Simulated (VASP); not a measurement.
# MgS (F-43m) in VASP: notebook

The runs below take MgS through single point, with PBE.

Program: VASP 6.6.1. These are calculated values, not measurements. Logs are shortened: lines on timing, memory, paths and dates and some standing lists are left out, and cuts for length are marked.

### 1 The cell of the first run

The structure is cubic, space group F-43m (No. 216). Conventional cell: a = 5.549 Å, b = 5.549 Å, c = 5.549 Å, α = 90.00°, β = 90.00°, γ = 90.00°. Within 3.2 Å of Mg (site symmetry -43m) lie 4 S at 2.40 Å. S (site symmetry -43m) has 4 Mg at 2.40 Å within 3.2 Å.

### 2 Single point, PBE (strain -2.0%)

Contents of INCAR:

```
  PREC = Accurate
  ENCUT = 520
  EDIFF = 1E-6
  ISMEAR = 0
  SIGMA = 0.01
  LREAL = F
  LASPH = T
  NELM = 80
  ALGO = Normal
  ISIF = 2
  LWAVE = F
  LCHARG = F
  GGA = PE
  NBANDS = 11
```

Contents of KPOINTS:

```
regular mesh
0
Gamma
  4 4 4
```

Contents of POSCAR:

```
MgS
1.0
    0.0000000000      2.7742593044      2.7742593044
    2.7742593044      0.0000000000      2.7742593044
    2.7742593044      2.7742593044      0.0000000000
Mg S
1 1
Direct
    0.0000000000      0.0000000000      0.0000000000
    0.2500000000      0.2500000000      0.2500000000
```

Potentials or basis: VASP PAW PBE potentials, release 64 (Mg, S).

Run with:

```console
> cat potpaw_PBE.64/Mg/POTCAR potpaw_PBE.64/S/POTCAR > POTCAR
> mpirun -np 1 vasp_std > vasp.out
```

OUTCAR:

```text
PREC = Accurate
   ENCUT = 520
   EDIFF = 1E-6
   ISMEAR = 0
   LREAL = F
   LASPH = T
   NELM = 80
   ISIF = 2
   GGA = PE

 ion  position               nearest neighbor table
   1  0.000  0.000  0.000-   2 2.40   2 2.40   2 2.40   2 2.40
   2  0.250  0.250  0.250-   1 2.40   1 2.40   1 2.40   1 2.40

  LATTYP: Found a face centered cubic cell.
 ALAT       =     5.5485186088

  Lattice vectors:

 A1 = (   0.0000000000,   2.7742593044,   2.7742593044)
 A2 = (   2.7742593044,   0.0000000000,   2.7742593044)
 A3 = (   2.7742593044,   2.7742593044,   0.0000000000)

Analysis of symmetry for initial positions (statically):
=====================================================================
 Subroutine PRICEL returns:
 Original cell was already a primitive cell.

 Routine SETGRP: Setting up the symmetry group for a
 face centered cubic supercell.

 Subroutine GETGRP returns: Found 24 space group operations
 (whereof 24 operations were pure point group operations)
 out of a pool of 48 trial point group operations.

The static configuration has the point symmetry T_d .

Analysis of symmetry for dynamics (positions and initial velocities):
=====================================================================
 Subroutine PRICEL returns:
 Original cell was already a primitive cell.

 Routine SETGRP: Setting up the symmetry group for a
 face centered cubic supercell.

 Subroutine GETGRP returns: Found 24 space group operations
 (whereof 24 operations were pure point group operations)
 out of a pool of 48 trial point group operations.

The dynamic configuration has the point symmetry T_d .

 Subroutine INISYM returns: Found 24 space group operations
 (whereof 24 operations are pure point group operations),
 and found     1 'primitive' translations

----------------------------------------------------------------------------------------

                                     Primitive cell

  volume of cell :      42.7043

  direct lattice vectors                    reciprocal lattice vectors
     0.000000000  2.774259304  2.774259304    -0.180228286  0.180228286  0.180228286
     2.774259304  0.000000000  2.774259304     0.180228286 -0.180228286  0.180228286
     2.774259304  2.774259304  0.000000000     0.180228286  0.180228286 -0.180228286

  length of vectors
     3.923395134  3.923395134  3.923395134     0.312164549  0.312164549  0.312164549

  position of ions in fractional coordinates (direct lattice)
     0.000000000  0.000000000  0.000000000
     0.250000000  0.250000000  0.250000000

  ion indices of the primitive-cell ions
   primitive index   ion index
                 1           1
                 2           2

----------------------------------------------------------------------------------------

 KPOINTS: regular mesh

Automatic generation of k-mesh.
 Grid dimensions read from file:
 generate k-points for:    4    4    4

 Generating k-lattice:

  Cartesian coordinates                     Fractional coordinates (reciprocal lattice)
    -0.045057072  0.045057072  0.045057072     0.250000000  0.000000000  0.000000000
     0.045057072 -0.045057072  0.045057072     0.000000000  0.250000000  0.000000000
     0.045057072  0.045057072 -0.045057072     0.000000000  0.000000000  0.250000000

  Length of vectors
     0.078041137  0.078041137  0.078041137

  Shift w.r.t. Gamma in fractional coordinates (k-lattice)
     0.000000000  0.000000000  0.000000000

 Subroutine IBZKPT returns following result:
 ===========================================

 Found      8 irreducible k-points:

 Following reciprocal coordinates:
            Coordinates               Weight
  0.000000  0.000000  0.000000      1.000000
  0.250000  0.000000  0.000000      8.000000
  0.500000  0.000000  0.000000      4.000000
  0.250000  0.250000  0.000000      6.000000
  0.500000  0.250000  0.000000     24.000000
 -0.250000  0.250000  0.000000     12.000000
  0.500000  0.500000  0.000000      3.000000
 -0.250000  0.500000  0.250000      6.000000
   k-points           NKPTS =      8   k-points in BZ     NKDIM =      8   number of bands    NBANDS=     11
   number of dos      NEDOS =    301   number of ions     NIONS =      2
   total plane-waves  NPLWV =  27000
   dimension x,y,z NGX =    30 NGY =   30 NGZ =   30
   dimension x,y,z NGXF=    60 NGYF=   60 NGZF=   60
   ions per type =               1   1
   NGX,Y,Z   is equivalent  to a cutoff of  12.71, 12.71, 12.71 a.u.
   NGXF,Y,Z  is equivalent  to a cutoff of  25.42, 25.42, 25.42 a.u.
 SYSTEM =  unknown system
   PREC   = accura    normal or accurate (medium, high low for compatibility)
   ISTART =      0    job   : 0-new  1-cont  2-samecut
   ICHARG =      2    charge: 1-file 2-atom 10-const
   ISPIN  =      1    spin polarized calculation?
   LNONCOLLINEAR =      F non collinear calculations
   LSORBIT =      F    spin-orbit coupling
   LASPH  =      T    aspherical Exc in radial PAW
   ENCUT  =  520.0 eV  38.22 Ry    6.18 a.u.   7.29  7.29  7.29*2*pi/ulx,y,z
   NELM   =     80;   NELMIN=  2; NELMDL= -5     # of ELM steps
   EDIFF  = 0.1E-05   stopping-criterion for ELM
   LREAL  =      F    real-space projection
   EDIFFG = 0.1E-04   stopping-criterion for IOM
   NSW    =      0    number of steps for IOM
   IBRION =     -1    ionic relax: 0-MD 1-quasi-New 2-CG
   NFREE  =      0    steps in history (QN), initial steepest desc. (CG)
   ISIF   =      2    stress and relaxation
   ISYM   =      2    0-nonsym 1-usesym 2-fastsym
   POTIM  = 0.5000    time-step for ionic-motion
   TEBEG  =    0.0;   TEEND  =   0.0 temperature during run
   PSTRESS=    0.0 pullay stress
   NELECT =       8.0000    total number of electrons
   NUPDOWN=      -1.0000    fix difference up-down
   EMIN   =  10.00;   EMAX   =-10.00  energy-range for DOS
   EFERMI =   0.00;   METHOD = LEGACY
   ISMEAR =     0;   SIGMA  =   0.01  broadening in eV -4-tet -1-fermi 0-gaus
   EFERMI_NEDOS =   21; number of points for ismear=-14 and -15
   IALGO  =     38    algorithm
   IMIX   =      4    mixing-type and parameters
     AMIX     =   0.40;   BMIX     =  1.00
     AMIX_MAG =   1.60;   BMIX_MAG =  1.00
  volume/ion in A,a.u.               =      21.35       144.09
  Fermi-wavevector in a.u.,A,eV,Ry     =   0.936730  1.770163 11.938611  0.877463
  Thomas-Fermi vector in A             =   2.063769
   LORBIT       =      0    0 simple, 1 ext, 2 COOP (PROOUT), +10 PAW based schemes
   GGA     = PE    functional components
   LHFCALC =     F    Hartree Fock is set to
   AEXX    =    0.0000 exact exchange contribution
   IVDW    =     0    specifies the selected vdW correction
   LEPSILON=     F    determine dielectric tensor
   LRPA    =     F    only Hartree local field effects (RPA)
 non-spin polarized calculation
 Gauss-broadening in eV      SIGMA  =   0.01
  energy-cutoff  :      520.00
  volume of cell :       42.70
 maximum number of plane-waves:      1174
 NGX is ok and might be reduce to    30
   NGX = 15   NGY = 15   NGZ = 15

 number of electron       7.9999999 magnetization

 Free energy of the ion-electron system (eV)
  ---------------------------------------------------
  ext. energy  EPLUGINS =         0.00000000
  ---------------------------------------------------
  free energy    TOTEN  =        -8.40633039 eV

  energy without entropy =       -8.40633039  energy(sigma->0) =       -8.40633039

 E-fermi :   1.5125     XC(G=0):  -8.6204

 val. band max:        1.4667675451   @ k =   0.0000   0.0000   0.0000
 cond. band min:       5.2301283206   @ k =   0.0000   0.0000   0.0000
 fundamental gap:      3.7633607755
 Fermi energy:         1.5125338881

 k-point     1 :       0.0000    0.0000    0.0000
  band No.  band energies     occupation
      1     -10.0089      2.00000
      2       1.4668      2.00000
      3       1.4668      2.00000
      4       1.4668      2.00000
      5       5.2301      0.00000
      6       9.5636      0.00000
      7       9.5636      0.00000
      8       9.5636      0.00000
      9      12.4151      0.00000
     10      12.4151      0.00000
     11      15.6859      0.00000

 k-point     2 :       0.2500    0.0000    0.0000
  band No.  band energies     occupation
      1      -9.6546      2.00000
      2      -0.4932      2.00000
      3       1.2829      2.00000
      4       1.2829      2.00000
      5       6.7279      0.00000
      6       9.5113      0.00000
      7       9.7625      0.00000
      8       9.7625      0.00000
      9      12.0349      0.00000
     10      12.0349      0.00000
     11      14.0207      0.00000

 k-point     3 :       0.5000    0.0000    0.0000
  band No.  band energies     occupation
      1      -9.2318      2.00000
      2      -1.8744      2.00000
      3       1.1213      2.00000
      4       1.1213      2.00000
      5       6.7948      0.00000
      6       9.1795      0.00000
      7       9.1795      0.00000
      8      10.3612      0.00000
      9      14.8295      0.00000
     10      14.8663      0.00000
     11      14.8663      0.00000

 k-point     4 :       0.2500    0.2500    0.0000
  band No.  band energies     occupation
      1      -9.5379      2.00000
      2      -0.3629      2.00000
      3       0.8564      2.00000
      4       0.8564      2.00000
      5       6.7845      0.00000
      6       8.1280      0.00000
      7      10.1201      0.00000
      8      11.1998      0.00000
      9      11.1998      0.00000
     10      13.4937      0.00000
     11      17.3470      0.00000

 k-point     5 :       0.5000    0.2500    0.0000
  band No.  band energies     occupation
      1      -9.1139      2.00000
      2      -1.3478      2.00000
      3       0.0539      2.00000
      4       0.7066      2.00000
      5       6.7100      0.00000
      6       8.6459      0.00000
      7      10.2966      0.00000
      8      10.9534      0.00000
      9      13.5372      0.00000
     10      15.0846      0.00000
     11      16.5006      0.00000

 k-point     6 :      -0.2500    0.2500    0.0000
  band No.  band energies     occupation
      1      -9.2544      2.00000
      2      -1.1043      2.00000
      3      -0.0335      2.00000
      4       1.0991      2.00000
      5       7.9644      0.00000
      6       8.5761      0.00000
      7       9.6855      0.00000
      8      10.3215      0.00000
      9      11.6377      0.00000
     10      15.1844      0.00000
     11      16.1547      0.00000

 k-point     7 :       0.5000    0.5000    0.0000
  band No.  band energies     occupation
      1      -8.9797      2.00000
      2      -1.5214      2.00000
      3       0.3619      2.00000
      4       0.3619      2.00000
      5       5.2872      0.00000
      6       7.1848      0.00000
      7      13.2261      0.00000
      8      14.2568      0.00000
      9      14.2568      0.00000
     10      15.6314      0.00000
     11      15.6343      0.00000

 k-point     8 :      -0.2500    0.5000    0.2500
  band No.  band energies     occupation
      1      -8.9690      2.00000
      2      -0.9476      2.00000
      3      -0.5227      2.00000
      4       0.0322      2.00000
      5       7.0290      0.00000
      6       9.7605      0.00000
      7       9.7651      0.00000
      8      10.2389      0.00000
      9      14.6380      0.00000
     10      15.6293      0.00000
     11      15.6796      0.00000

------------------------ aborting loop because EDIFF is reached ----------------------------------------

  FORCE on cell =-STRESS in cart. coord.  units (eV):
  Direction    XX          YY          ZZ          XY          YZ          ZX
  --------------------------------------------------------------------------------------
  -------------------------------------------------------------------------------------
  Total        1.3655939      1.3655939      1.3655939      0.0000000      0.0000000     -0.0000000
  in kB       51.2343223     51.2343223     51.2343223      0.0000000      0.0000000     -0.0000000
  external PRESSURE =      51.2343223 kB  Pullay stress =       0.0000000 kB

 VOLUME and BASIS-vectors are now :
 -----------------------------------------------------------------------------
  energy-cutoff  :      520.00
  volume of cell :       42.70
      direct lattice vectors                 reciprocal lattice vectors
     0.000000000  2.774259304  2.774259304    -0.180228286  0.180228286  0.180228286
     2.774259304  0.000000000  2.774259304     0.180228286 -0.180228286  0.180228286
     2.774259304  2.774259304  0.000000000     0.180228286  0.180228286 -0.180228286

 POSITION                                       TOTAL-FORCE (eV/Angst)
 -----------------------------------------------------------------------------------
      0.00000      0.00000      0.00000         0.000000      0.000000      0.000000
      1.38713      1.38713      1.38713        -0.000000     -0.000000     -0.000000
 -----------------------------------------------------------------------------------
    total drift:                               -0.000000     -0.000000     -0.000000

  FREE ENERGIE OF THE ION-ELECTRON SYSTEM (eV)
  ---------------------------------------------------
  free  energy   TOTEN  =        -8.4063303853 eV

  energy  without entropy=       -8.4063303853  energy(sigma->0) =       -8.40633039
```

Run time: 6.9 s. Hardware: 1 thread of Intel Xeon Platinum 8488C (Sapphire Rapids), shared host; peak memory 0.16 GiB.

Results:

| Property | Result |
| --- | --- |
| Free energy | -8.4063 eV |
| Pressure | 5.1 GPa |
| Band gap on the k mesh | 3.76 eV, direct |

Caveat: the k points lie up to 0.49 Å⁻¹ apart; the cell differs from its parent crystal (strain -2.0%). A k mesh can miss the band edges.

### 3 Single point, PBE (strain -1.0%)

Contents of INCAR:

```
SYSTEM = MgS
PREC = Accurate
ENCUT = 520
EDIFF = 1E-6
ISMEAR = 0
SIGMA = 0.01
LREAL = .FALSE.
LASPH = .TRUE.
NELM = 80
ALGO = Normal
ISIF = 2
LWAVE = .FALSE.
LCHARG = .TRUE.
GGA = PE
LELF = .TRUE.
LVHAR = .TRUE.
NBANDS = 11
```

Contents of KPOINTS:

```
Automatic mesh
0
G
  4 4 4
  0 0 0
```

Contents of POSCAR:

```
MgS
1.0
    0.0000000000      2.8025680728      2.8025680728
    2.8025680728      0.0000000000      2.8025680728
    2.8025680728      2.8025680728      0.0000000000
Mg S
1 1
Direct
    0.0000000000      0.0000000000      0.0000000000
    0.2500000000      0.2500000000      0.2500000000
```

Potentials or basis: VASP PAW PBE potentials, release 64 (Mg, S).

Run with:

```console
> cat potpaw_PBE.64/Mg/POTCAR potpaw_PBE.64/S/POTCAR > POTCAR
> mpirun -np 1 vasp_std > vasp.out
```

It took 9.4 s on 1 thread of Intel Xeon Platinum 8488C (Sapphire Rapids), shared host; peak memory 0.16 GiB.

It converged, with:

```yaml
Free_energy: -8.4395 eV
Pressure: 2.9 GPa
Band_gap_on_the_k_mesh: 3.61 eV, direct
```

Levels at points of the mesh, in eV from the valence-band top:
| k point | band 1 | band 2 | band 3 | band 4 | band 5 | band 6 | band 7 | band 8 |
| --- | --- | --- | --- | --- | --- | --- | --- | --- |
| (0.00, 0.00, 0.00) | -11.37 | 0.00 | 0.00 | 0.00 | 3.61 | 8.02 | 8.02 | 8.02 |
| (0.50, 0.00, 0.00) | -10.64 | -3.23 | -0.34 | -0.34 | 5.22 | 7.67 | 7.67 | 8.75 |
| (0.50, 0.50, 0.00) | -10.40 | -2.90 | -1.07 | -1.07 | 3.85 | 5.68 | 11.45 | 12.54 |

Caveat: the k points lie up to 0.49 Å⁻¹ apart; the cell differs from its parent crystal (strain -1.0%).

### 4 Single point, PBE (strain +1.0%)

Contents of INCAR:

```
ALGO = Normal
EDIFF = 1E-6
ENCUT = 520
GGA = PE
ISIF = 2
ISMEAR = 0
LASPH = T
LCHARG = F
LREAL = F
LWAVE = F
NBANDS = 11
NELM = 100
PREC = Accurate
SIGMA = 0.01
```

Contents of KPOINTS:

```
k-points
0
Gamma
  4 4 4
```

Contents of POSCAR:

```
MgS
1.0
    0.0000000000      2.8591856096      2.8591856096
    2.8591856096      0.0000000000      2.8591856096
    2.8591856096      2.8591856096      0.0000000000
Mg S
1 1
Direct
    0.0000000000      0.0000000000      0.0000000000
    0.2500000000      0.2500000000      0.2500000000
```

Run with:

```console
> cat potpaw_PBE.64/Mg/POTCAR potpaw_PBE.64/S/POTCAR > POTCAR
> mpirun -np 1 vasp_std > vasp.out
```

Wall time 5.1 s (1 thread of Intel Xeon Platinum 8488C (Sapphire Rapids), shared host); peak memory 0.16 GiB.

It converged, with:

| Property | Result |
| --- | --- |
| Free energy | -8.4577 eV |
| Pressure | -0.7 GPa |
| Band gap on the k mesh | 3.31 eV, direct |

Levels at points of the mesh, in eV from the valence-band top:
```
           k point  band 2  band 3  band 4  band 5  band 6  band 7
(0.00, 0.00, 0.00)    0.00    0.00    0.00    3.31    7.86    7.86
(0.50, 0.00, 0.00)   -3.03   -0.32   -0.32    5.00    7.59    7.59
(0.50, 0.50, 0.00)   -2.73   -1.00   -1.00    3.90    5.60   10.88
```

Caveat: the k points lie up to 0.48 Å⁻¹ apart; the cell differs from its parent crystal (strain +1.0%).

### 5 Overview

| cell | gap on the mesh (eV) | pressure (GPa) |
| --- | --- | --- |
| a = 3.923 Å, angles 60.0°, 2 atoms | 3.76 | 5.1 |
| a = 3.963 Å, angles 60.0°, 2 atoms | 3.61 | 2.9 |
| a = 4.043 Å, angles 60.0°, 2 atoms | 3.31 | -0.7 |

Alike in all rows: task single point; level PBE; potentials or basis VASP PAW PBE potentials, release 64 (Mg, S); no spin polarisation; k mesh 4 × 4 × 4; cutoff (eV) 520; smearing gaussian 0.01 eV.

Caveats: all runs use coarse meshes.

Absolute energies hang on the potentials; compare differences alone.
